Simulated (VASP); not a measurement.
# Mg (P6/mmm) in VASP: a series of runs, part 3 of 3

VASP 6.6.1. The steps go on from the part before.

**5. Single point, PBE**

This run uses another cell than the first one: it holds 1 atom, not 2.

The input, INCAR:

```
ALGO     = Normal         # electronic algorithm
EDIFF    = 1E-6           # SCF threshold, eV
ENCUT    = 520            # plane-wave cutoff, eV
GGA      = PE             # functional
ISIF     = 2              # what is computed and relaxed
ISMEAR   = 0              # smearing method
LASPH    = T              # aspherical terms in the spheres
LCHARG   = F              # write CHGCAR
LREAL    = F              # projectors in reciprocal space
LWAVE    = F              # write WAVECAR
NBANDS   = 7              # bands
NELM     = 100            # most SCF steps
PREC     = Accurate       # precision mode
SIGMA    = 0.1            # smearing width, eV
```

The input, KPOINTS:

```
k-points
0
Gamma
  24 24 18
```

The input, POSCAR:

```
Mg
1.0
    3.0948687797      0.0000000000      0.0000000000
   -1.5474343898      2.6802349846      0.0000000000
    0.0000000000      0.0000000000      3.0879222963
Mg
1
Direct
    0.0000000000      0.0000000000      0.5000000000
```

Potentials or basis: VASP PAW PBE potentials, release 64 (Mg).

Launch:

```bash
> cat potpaw_PBE.64/Mg/POTCAR > POTCAR
> mpirun -np 1 vasp_std > vasp.out
```

OUTCAR:

```text
EDIFF = 1E-6
   ENCUT = 520
   GGA = PE
   ISIF = 2
   ISMEAR = 0
   LASPH = T
   LREAL = F
   NELM = 100
   PREC = Accurate

 ion  position               nearest neighbor table
   1  0.000  0.000  0.500-

  LATTYP: Found a hexagonal cell.
 ALAT       =     3.0948687797
 C/A-ratio  =     0.9977554837

  Lattice vectors:

 A1 = (   3.0948687797,   0.0000000000,   0.0000000000)
 A2 = (  -1.5474343898,   2.6802349846,   0.0000000000)
 A3 = (   0.0000000000,   0.0000000000,   3.0879222963)

Analysis of symmetry for initial positions (statically):
=====================================================================
 Subroutine PRICEL returns:
 Original cell was already a primitive cell.

 Routine SETGRP: Setting up the symmetry group for a
 hexagonal supercell.

 Subroutine GETGRP returns: Found 24 space group operations
 (whereof 24 operations were pure point group operations)
 out of a pool of 24 trial point group operations.

The static configuration has the point symmetry D_6h.

Analysis of symmetry for dynamics (positions and initial velocities):
=====================================================================
 Subroutine PRICEL returns:
 Original cell was already a primitive cell.

[... 150 lines left out ...]
  free energy    TOTEN  =        -1.27838612 eV

  energy without entropy =       -1.27601089  energy(sigma->0) =       -1.27719850

 E-fermi :   2.0443     XC(G=0):  -8.1343

 val. band max:        2.0417925158   @ k =   0.4167   0.1667   0.2778
 cond. band min:       2.0491427749   @ k =   0.3333   0.0833   0.5000
 fundamental gap:      0.0073502590
 Fermi energy:         2.0442706941

 k-point     1 :       0.0000    0.0000    0.0000
  band No.  band energies     occupation
      1      -4.4130      2.00000
      2       9.9169      0.00000
      3      10.5340      0.00000
      4      14.3485      0.00000
      5      14.3485      0.00000
      6      15.2354      0.00000
      7      15.2354      0.00000
[... 221 lines left out ...]
 k-point    24 :       0.4583    0.0417    0.0000
  band No.  band energies     occupation
      1       0.2998      2.00000
      2       1.2016      2.00000
      3       9.1696      0.00000
      4      11.3767      0.00000
      5      14.5457      0.00000
      6      15.5063      0.00000
      7      16.4239      0.00000

 [... further k-points ...]
[... 5 lines left out ...]
  --------------------------------------------------------------------------------------
  -------------------------------------------------------------------------------------
  Total       -0.0167148     -0.0167148     -0.0110822     -0.0000000     -0.0000000     -0.0000000
  in kB       -1.0455171     -1.0455171     -0.6931969     -0.0000000     -0.0000000     -0.0000000
  external PRESSURE =      -0.9280771 kB  Pullay stress =       0.0000000 kB

 VOLUME and BASIS-vectors are now :
 -----------------------------------------------------------------------------
  energy-cutoff  :      520.00
  volume of cell :       25.61
      direct lattice vectors                 reciprocal lattice vectors
     3.094868780  0.000000000  0.000000000     0.323115476  0.186550807  0.000000000
    -1.547434390  2.680234985  0.000000000     0.000000000  0.373101615  0.000000000
     0.000000000  0.000000000  3.087922296     0.000000000  0.000000000  0.323842346

 POSITION                                       TOTAL-FORCE (eV/Angst)
 -----------------------------------------------------------------------------------
      0.00000      0.00000      1.54396        -0.000000      0.000000      0.000000
 -----------------------------------------------------------------------------------
    total drift:                                0.000000      0.000000      0.000000

  FREE ENERGIE OF THE ION-ELECTRON SYSTEM (eV)
  ---------------------------------------------------
  free  energy   TOTEN  =        -1.2783861167 eV

  energy  without entropy=       -1.2760108916  energy(sigma->0) =       -1.27719850
```

Wall time 23 s (1 thread of Intel Xeon 6975P-C (Granite Rapids), shared host); peak memory 0.23 GiB.

Results:

* Free energy: -1.2784 eV
* Pressure: -0.1 GPa
* Band gap on the k mesh: zero (band 1 reaches 5.03 eV, above the bottom of band 2 at -0.18 eV)

Levels at points of the mesh, in eV from the Fermi level:
```tsv
k point	band 1	band 2	band 3	band 4	band 5
(0.00, 0.00, 0.00)	-6.46	7.87	8.49	12.30	12.30
(0.50, 0.00, 0.00)	-1.50	-1.16	8.08	8.35	12.64
(0.00, 0.00, 0.50)	-2.93	-2.23	14.41	14.41	15.81
(0.50, 0.00, 0.50)	1.44	2.35	2.91	3.05	11.40
```

**6. Relaxation of cell and atoms, PBE**

This run uses another cell than the first one: it holds 1 atom, not 2.

The input, INCAR:

```
SYSTEM = Mg
ALGO     = Normal         ! electronic algorithm
EDIFF    = 1E-7           ! SCF threshold, eV
EDIFFG   = -0.01          ! ionic threshold
ENCUT    = 600            ! plane-wave cutoff, eV
GGA      = PE             ! functional
IBRION   = 2              ! ionic algorithm
ISIF     = 3              ! what is computed and relaxed
ISMEAR   = 0              ! smearing method
LASPH    = .TRUE.         ! aspherical terms in the spheres
LCHARG   = .FALSE.        ! write CHGCAR
LREAL    = .FALSE.        ! projectors in reciprocal space
LWAVE    = .FALSE.        ! write WAVECAR
NELM     = 60             ! most SCF steps
NSW      = 100            ! ionic steps
PREC     = Accurate       ! precision mode
SIGMA    = 0.1            ! smearing width, eV
```

The input, KPOINTS:

```
k-points
0
G
  24 24 18
  0 0 0
```

The input, POSCAR:

```
Mg
1.0
    3.0746074497      0.0000000000      0.0000000000
   -1.5373037248      2.6626881581      0.0000000000
    0.0000000000      0.0000000000      3.1605005210
Mg
1
Direct
    0.0000000000      0.0000000000      0.5000000000
```

Potentials or basis: VASP PAW PBE potentials, release 64 (Mg).

Launch:

```bash
> cat potpaw_PBE.64/Mg/POTCAR > POTCAR
> mpirun -np 1 vasp_std > vasp.out
```

It took 1.9 min on 1 thread of Intel Xeon 6975P-C (Granite Rapids), shared host; peak memory 0.26 GiB.

It converged, with:

```
Free energy                            : -1.2784 eV
Relaxed volume                         : 25.56 Å³/atom
Relaxed cell                           : a = 3.093 Å, b = 3.093 Å, c = 3.086 Å, α = 90.00°, β = 90.00°, γ = 120.00°
Space group after relaxing (to 0.05 Å) : P6/mmm (No. 191)
Energy gained by relaxing              : 3.0 meV/atom
Ionic steps                            : 5
Pressure after relaxing                : 0.0 GPa
Band gap on the k mesh                 : zero (band 1 reaches 5.04 eV, above the bottom of band 2 at -0.18 eV)
```

The path:
```
step  energy change (eV)  largest force (eV/Å)  pressure (GPa)  volume (Å³)
   1              0.0000                0.0000           -0.14        25.87
   2             -0.0021                0.0000           -0.17        25.79
   3             -0.0029                0.0000           -0.18        25.71
   4             -0.0029                0.0000           -0.18        25.69
   5             -0.0030                0.0000           -0.04        25.56
```

Final structure:
```cif
data_structure
_symmetry_space_group_name_H-M 'P 1'
_symmetry_Int_Tables_number 1
_cell_length_a 3.0927
_cell_length_b 3.0927
_cell_length_c 3.0859
_cell_angle_alpha 90.000
_cell_angle_beta 90.000
_cell_angle_gamma 120.000
_cell_volume 25.56
loop_
_atom_site_label
_atom_site_type_symbol
_atom_site_fract_x
_atom_site_fract_y
_atom_site_fract_z
_atom_site_occupancy
Mg1 Mg 0.00000 0.00000 0.50000 1
```

Levels at points of the mesh, in eV from the Fermi level:
```csv
k point,band 1,band 2,band 3,band 4,band 5
"(0.00, 0.00, 0.00)",-6.47,7.88,8.50,12.32,12.32
"(0.50, 0.00, 0.00)",-1.50,-1.16,8.09,8.36,12.66
"(0.00, 0.00, 0.50)",-2.93,-2.23,14.43,14.43,15.83
"(0.50, 0.00, 0.50)",1.45,2.35,2.91,3.05,11.42
```

**7. The runs side by side**

| task | cell | k mesh | cutoff (eV) | gap on the mesh (eV) | pressure (GPa) | relaxed volume (Å³/atom) | largest force (eV/Å) |
| --- | --- | --- | --- | --- | --- | --- | --- |
| single point | a = 2.817, b = 2.817, c = 6.690 Å, angles 90.0, 90.0, 120.0°, 2 atoms | 6 × 6 × 4 | 520 | none | 11.9 | - | 1.81 |
| single point | a = 3.075, b = 3.075, c = 6.321 Å, angles 90.0, 90.0, 120.0°, 2 atoms | 6 × 6 × 4 | 520 | none | -0.1 | - | - |
| relaxation of cell and atoms | relaxed from a = 2.817, b = 2.817, c = 6.690 Å, angles 90.0, 90.0, 120.0°, 2 atoms | 6 × 6 × 4 | 600 | none | 0.1 | 25.78 | 0.02 |
| single point | a = 3.095, b = 3.095, c = 3.088 Å, angles 90.0, 90.0, 120.0°, 1 atom | 24 × 24 × 18 | 520 | none | -0.1 | - | - |
| relaxation of cell and atoms | relaxed from a = 3.075, b = 3.075, c = 3.161 Å, angles 90.0, 90.0, 120.0°, 1 atom | 24 × 24 × 18 | 600 | none | 0.0 | 25.56 | - |

Alike in all rows: level PBE; potentials or basis VASP PAW PBE potentials, release 64 (Mg); no spin polarisation; smearing gaussian 0.1 eV.

Caveats: some runs use coarse meshes; forces of over 1 eV/Å act on the atoms, so gaps and moduli don't describe the material at rest (some runs).

Total energies depend on the potentials used, so only differences within one code and one set of settings carry meaning.
